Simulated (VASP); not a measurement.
**C: single point with PBEsol+D3(BJ)**

Crystal: C.

```
C
1.0
     2.37346    0.00000    0.00000
    -1.18673    2.05547    0.00000
     0.00000    0.00000    7.62189
C
4
Direct
  0.00000 0.00000 0.00250
  0.00000 0.00000 0.50250
  0.33333 0.66667 0.00250
  0.66667 0.33333 0.50250
```

```yaml
Program: VASP 6.6.1
Task: single point
Functional: PBEsol
Dispersion: D3(BJ)
Potentials_or_basis: VASP PAW PBE potentials, release 64 (C)
Cutoff: 520 eV
k_mesh: 21 × 21 × 8
Occupations: gaussian, width 0.15 eV
Spin: no spin polarisation
```

The pressure is 31.6 GPa. The band gap on the k mesh is zero (filled and empty bands overlap). The dispersion energy per atom is -0.093 eV.

Stress tensor (GPa, compression positive):
```
48.51  0.00  0.00
 0.00 48.51  0.00
 0.00  0.00 -2.18
```

Levels at points of the mesh, in eV from the Fermi level:
| k point | band 6 | band 7 | band 8 | band 9 | band 10 | band 11 |
| --- | --- | --- | --- | --- | --- | --- |
| (0.00, 0.00, 0.00) | -2.93 | -2.93 | -2.93 | 2.91 | 7.42 | 9.07 |
| (0.00, 0.00, 0.50) | -2.93 | -2.93 | -2.93 | 4.69 | 4.69 | 9.08 |

It took 54 s on 1 thread of Intel(R) Xeon(R) 6975P-C (Granite Rapids) (shared host), peak memory 0.22 GiB.

Caveat: the cell stands under pressure; the PAW data sets were made with another functional, which shifts forces and pressure a little.
